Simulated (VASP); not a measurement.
# Se (P6_3/mmc) in VASP: notebook, part 2 of 2

VASP 6.6.1. Earlier steps stand in the parts before.

**3. Single point, r2SCAN (20.29 Å³/atom)**

This run uses another cell than the first one, of 20.29 Å³/atom.

Input file POSCAR:

```
Se
1.0
    3.5465446059      0.0000000000      0.0000000000
   -1.7732723030      3.0713977243      0.0000000000
    0.0000000000      0.0000000000      3.7246523562
Se
2
Direct
    0.3333333333      0.6666666667      0.2500000000
    0.6666666667      0.3333333333      0.7500000000
```

Input file INCAR.step1:

```
SYSTEM = Se
PREC = Accurate
ENCUT = 520
ISMEAR = -1
SIGMA = 0.1
LREAL = .False.
LASPH = .True.
NELM = 80
NBANDS = 13
GGA = PE
ALGO = Normal
EDIFF = 1E-4
LWAVE = .True.
LCHARG = .False.
```

Input file INCAR.step2:

```
SYSTEM = Se
PREC = Accurate
ENCUT = 520
EDIFF = 1E-6
ISMEAR = -1
SIGMA = 0.1
LREAL = .False.
LASPH = .True.
NELM = 80
ALGO = Normal
ISIF = 2
LWAVE = .False.
LCHARG = .False.
METAGGA = R2SCAN
LMIXTAU = .True.
NBANDS = 13
ISTART = 1
```

Input file KPOINTS:

```
Automatic mesh
0
Gamma
  11 11 9
  0 0 0
```

Potentials or basis: VASP PAW PBE potentials, release 64 (Se).

Launch:

```bash
cat potpaw_PBE.64/Se/POTCAR > POTCAR
cp INCAR.step1 INCAR
mpirun -np 1 vasp_std > vasp.out
cp INCAR.step2 INCAR
mpirun -np 1 vasp_std > vasp.out
```

Run time: 68 s. Hardware: 1 thread of Intel Xeon 6975P-C (Granite Rapids), shared host; peak memory 0.18 GiB.

The run converged. Its results:

```
Free energy            : -27.6520 eV
Pressure               : 6.9 GPa
Band gap on the k mesh : zero (bands 6 and 7 overlap by 2.10 eV)
```

Stress tensor (GPa, compression positive):
```
5.88 0.00 0.00
0.00 5.88 0.00
0.00 0.00 8.94
```

Levels at points of the mesh, in eV from the Fermi level:
```tsv
k point	band 2	band 3	band 4	band 5	band 6	band 7	band 8	band 9	band 10	band 11
(0.00, 0.00, 0.00)	-10.28	-5.64	-2.72	-2.72	0.91	0.91	4.11	4.41	8.23	10.86
```

Caveat: the cell stands under pressure; the PAW data sets were made with another functional, which shifts forces and pressure a little.

**4. Single point, r2SCAN**

This run uses another cell than the first one, of 22.05 Å³/atom.

Input file POSCAR:

```
Se
1.0
    3.6464994356      0.0000000000      0.0000000000
   -1.8232497178      3.1579611461      0.0000000000
    0.0000000000      0.0000000000      3.8296269254
Se
2
Direct
    0.3333333333      0.6666666667      0.2500000000
    0.6666666667      0.3333333333      0.7500000000
```

Input file INCAR.step1:

```
PREC = Accurate
ENCUT = 520
ISMEAR = -1
SIGMA = 0.1
LREAL = F
LASPH = T
NELM = 100
NBANDS = 13
GGA = PE
ALGO = Normal
EDIFF = 1E-4
LWAVE = T
LCHARG = F
```

Input file INCAR.step2:

```
PREC = Accurate
ENCUT = 520
EDIFF = 1E-6
ISMEAR = -1
SIGMA = 0.1
LREAL = F
LASPH = T
NELM = 100
ALGO = Normal
ISIF = 2
LWAVE = F
LCHARG = T
METAGGA = R2SCAN
LMIXTAU = T
LELF = T
LVHAR = T
NBANDS = 13
ISTART = 1
```

Input file KPOINTS:

```
Automatic mesh
0
Gamma
  12 12 6
```

Launch:

```bash
cat potpaw_PBE.64/Se/POTCAR > POTCAR
cp INCAR.step1 INCAR
mpirun -np 1 vasp_std > vasp.out
cp INCAR.step2 INCAR
mpirun -np 1 vasp_std > vasp.out
```

Run time: 63 s. Hardware: 1 thread of Intel Xeon 6975P-C (Granite Rapids), shared host; peak memory 0.18 GiB.

The run converged. Its results:

| Item | Value |
| --- | --- |
| Free energy | -27.7079 eV |
| Pressure | -0.1 GPa |
| Band gap on the k mesh | zero (bands 6 and 7 overlap by 2.44 eV) |

Levels at points of the mesh, in eV from the Fermi level:
| k point | band 3 | band 4 | band 5 | band 6 | band 7 | band 8 | band 9 | band 10 |
| --- | --- | --- | --- | --- | --- | --- | --- | --- |
| (0.00, 0.00, 0.00) | -5.08 | -2.45 | -2.45 | 0.89 | 0.89 | 3.65 | 4.81 | 8.08 |
| (0.50, 0.00, 0.00) | -4.26 | -4.06 | -2.90 | -0.70 | -0.62 | 2.38 | 4.68 | 10.27 |
| (0.00, 0.00, 0.50) | -0.92 | -0.92 | -0.70 | -0.70 | -0.70 | -0.70 | 8.72 | 8.72 |
| (0.50, 0.00, 0.50) | -6.47 | -6.47 | -1.74 | -1.74 | 1.33 | 1.33 | 9.51 | 9.51 |

Caveat: the PAW data sets were made with another functional, which shifts forces and pressure a little.

**5. Single point, r2SCAN (21.17 Å³/atom)**

This run uses another cell than the first one, of 21.17 Å³/atom.

Input file POSCAR:

```
Se
1.0
    3.5972163749      0.0000000000      0.0000000000
   -1.7986081875      3.1152807635      0.0000000000
    0.0000000000      0.0000000000      3.7778688654
Se
2
Direct
    0.3333333333      0.6666666667      0.2500000000
    0.6666666667      0.3333333333      0.7500000000
```

Input file INCAR.step1:

```
SYSTEM = Se
ALGO = Normal
EDIFF = 1E-4
ENCUT = 520
GGA = PE
ISMEAR = -1
LASPH = .TRUE.
LCHARG = .FALSE.
LREAL = .FALSE.
LWAVE = .TRUE.
NBANDS = 13
NELM = 60
PREC = Accurate
SIGMA = 0.1
```

Input file INCAR.step2:

```
SYSTEM = Se
ALGO = Normal
EDIFF = 1E-6
ENCUT = 520
ISIF = 2
ISMEAR = -1
ISTART = 1
LASPH = .TRUE.
LCHARG = .FALSE.
LMIXTAU = .TRUE.
LREAL = .FALSE.
LWAVE = .FALSE.
METAGGA = R2SCAN
NBANDS = 13
NELM = 60
PREC = Accurate
SIGMA = 0.1
```

Input file KPOINTS:

```
k-points
0
G
  11 11 9
  0 0 0
```

Potentials or basis: VASP PAW PBE potentials, release 64 (Se).

Launch:

```bash
cat potpaw_PBE.64/Se/POTCAR > POTCAR
cp INCAR.step1 INCAR
mpirun -np 1 vasp_std > vasp.out
cp INCAR.step2 INCAR
mpirun -np 1 vasp_std > vasp.out
```

OUTCAR:

```text
SYSTEM = Se
   EDIFF = 1E-6
   ENCUT = 520
   ISIF = 2
   ISMEAR = -1
   ISTART = 1
   LASPH = .TRUE.
   LREAL = .FALSE.
   METAGGA = R2SCAN
   NELM = 60
   PREC = Accurate

 ion  position               nearest neighbor table
   1  0.333  0.667  0.250-
   2  0.667  0.333  0.750-

  LATTYP: Found a hexagonal cell.
 ALAT       =     3.5972163749
 C/A-ratio  =     1.0502200790

  Lattice vectors:

[... 569 lines left out ...]
     13      17.7127      0.00000

 [... further k-points ...]

------------------------ aborting loop because EDIFF is reached ----------------------------------------

  FORCE on cell =-STRESS in cart. coord.  units (eV):
  Direction    XX          YY          ZZ          XY          YZ          ZX
  --------------------------------------------------------------------------------------
  -------------------------------------------------------------------------------------
  Total        0.6958366      0.6958366      0.9577752     -0.0000000      0.0000000      0.0000000
  in kB       26.3334152     26.3334152     36.2462887     -0.0000000      0.0000000      0.0000000
  external PRESSURE =      29.6377063 kB  Pullay stress =       0.0000000 kB

 VOLUME and BASIS-vectors are now :
 -----------------------------------------------------------------------------
  energy-cutoff  :      520.00
  volume of cell :       42.34
      direct lattice vectors                 reciprocal lattice vectors
     3.597216375  0.000000000  0.000000000     0.277992730  0.160499177  0.000000000
    -1.798608187  3.115280763  0.000000000     0.000000000  0.320998355  0.000000000
     0.000000000  0.000000000  3.777868865     0.000000000  0.000000000  0.264699500

 POSITION                                       TOTAL-FORCE (eV/Angst)
 -----------------------------------------------------------------------------------
     -0.00000      2.07685      0.94447        -0.000000     -0.000000      0.000000
      1.79861      1.03843      2.83340         0.000000      0.000000      0.000000
 -----------------------------------------------------------------------------------
    total drift:                               -0.000000      0.000000      0.000000

  FREE ENERGIE OF THE ION-ELECTRON SYSTEM (eV)
  ---------------------------------------------------
  free  energy   TOTEN  =       -27.7056625951 eV

  energy  without entropy=      -27.6679007053  energy(sigma->0) =      -27.68678165
```

Wall time 74 s (1 thread of Intel Xeon 6975P-C (Granite Rapids), shared host); peak memory 0.18 GiB.

Results:

* Free energy: -27.7057 eV
* Pressure: 3.0 GPa
* Band gap on the k mesh: zero (bands 6 and 7 overlap by 2.10 eV)

Stress tensor (GPa, compression positive):
```
2.63 0.00 0.00
0.00 2.63 0.00
0.00 0.00 3.62
```

Levels at points of the mesh, in eV from the Fermi level:
| k point | band 4 | band 5 | band 6 | band 7 | band 8 | band 9 |
| --- | --- | --- | --- | --- | --- | --- |
| (0.00, 0.00, 0.00) | -2.59 | -2.59 | 0.89 | 0.89 | 3.86 | 4.61 |

Caveat: the PAW data sets were made with another functional, which shifts forces and pressure a little.

**6. Single point, r2SCAN (22.05 Å³/atom)**

This run uses another cell than the first one, of 22.05 Å³/atom.

Input file POSCAR:

```
Se
1.0
    3.6464994356      0.0000000000      0.0000000000
   -1.8232497178      3.1579611461      0.0000000000
    0.0000000000      0.0000000000      3.8296269254
Se
2
Direct
    0.3333333333      0.6666666667      0.2500000000
    0.6666666667      0.3333333333      0.7500000000
```

Input file INCAR.step1:

```
SYSTEM = Se
PREC = Accurate ; ENCUT = 520
ISMEAR = -1 ; SIGMA = 0.1
LREAL = .FALSE. ; LASPH = .TRUE.
NELM = 60 ; NBANDS = 13
GGA = PE ; ALGO = Normal
EDIFF = 1E-4 ; LWAVE = .TRUE.
LCHARG = .FALSE.
```

Input file INCAR.step2:

```
SYSTEM = Se
PREC = Accurate ; ENCUT = 520
EDIFF = 1E-7 ; ISMEAR = -1
SIGMA = 0.1 ; LREAL = .FALSE.
LASPH = .TRUE. ; NELM = 60
ALGO = Normal ; ISIF = 2
LWAVE = .FALSE. ; LCHARG = .FALSE.
METAGGA = R2SCAN ; LMIXTAU = .TRUE.
NBANDS = 13 ; ISTART = 1
```

Input file KPOINTS:

```
regular mesh
0
G
  11 11 9
  0 0 0
```

Potentials or basis: VASP PAW PBE potentials, release 64 (Se).

Launch:

```bash
cat potpaw_PBE.64/Se/POTCAR > POTCAR
cp INCAR.step1 INCAR
mpirun -np 1 vasp_std > vasp.out
cp INCAR.step2 INCAR
mpirun -np 1 vasp_std > vasp.out
```

It took 85 s on 1 thread of Intel Xeon 6975P-C (Granite Rapids), shared host; peak memory 0.18 GiB.

The run converged. Its results:

| Quantity | Value |
| --- | --- |
| Free energy | -27.7204 eV |
| Pressure | -0.2 GPa |
| Band gap on the k mesh | zero (bands 6 and 7 overlap by 2.08 eV) |

Stress tensor (GPa, compression positive):
```
 0.00  0.00  0.00
 0.00  0.00  0.00
 0.00  0.00 -0.64
```

Levels at points of the mesh, in eV from the Fermi level:
| k point | band 4 | band 5 | band 6 | band 7 | band 8 | band 9 |
| --- | --- | --- | --- | --- | --- | --- |
| (0.00, 0.00, 0.00) | -2.47 | -2.47 | 0.87 | 0.87 | 3.63 | 4.79 |

Caveat: the PAW data sets were made with another functional, which shifts forces and pressure a little.

**7. Overview**

```csv
cell,k mesh,gap on the mesh (eV),pressure (GPa)
"a = 3.494, b = 3.494, c = 3.670 Å, angles 90.0, 90.0, 120.0°, 2 atoms",11 × 11 × 9,none,11.8
"a = 3.547, b = 3.547, c = 3.725 Å, angles 90.0, 90.0, 120.0°, 2 atoms",11 × 11 × 9,none,6.9
"a = 3.646, b = 3.646, c = 3.830 Å, angles 90.0, 90.0, 120.0°, 2 atoms",12 × 12 × 6,none,-0.1
"a = 3.597, b = 3.597, c = 3.778 Å, angles 90.0, 90.0, 120.0°, 2 atoms",11 × 11 × 9,none,3.0
"a = 3.646, b = 3.646, c = 3.830 Å, angles 90.0, 90.0, 120.0°, 2 atoms",11 × 11 × 9,none,-0.2
```

Alike in all rows: task single point; level r2SCAN; potentials or basis VASP PAW PBE potentials, release 64 (Se); no spin polarisation; cutoff (eV) 520; smearing fermi-dirac 0.1 eV.

Caveats: the PAW data sets were made with another functional, which shifts forces and pressure a little; the cell stands under pressure (at least some runs).

Absolute energies hang on the potentials; compare differences alone.
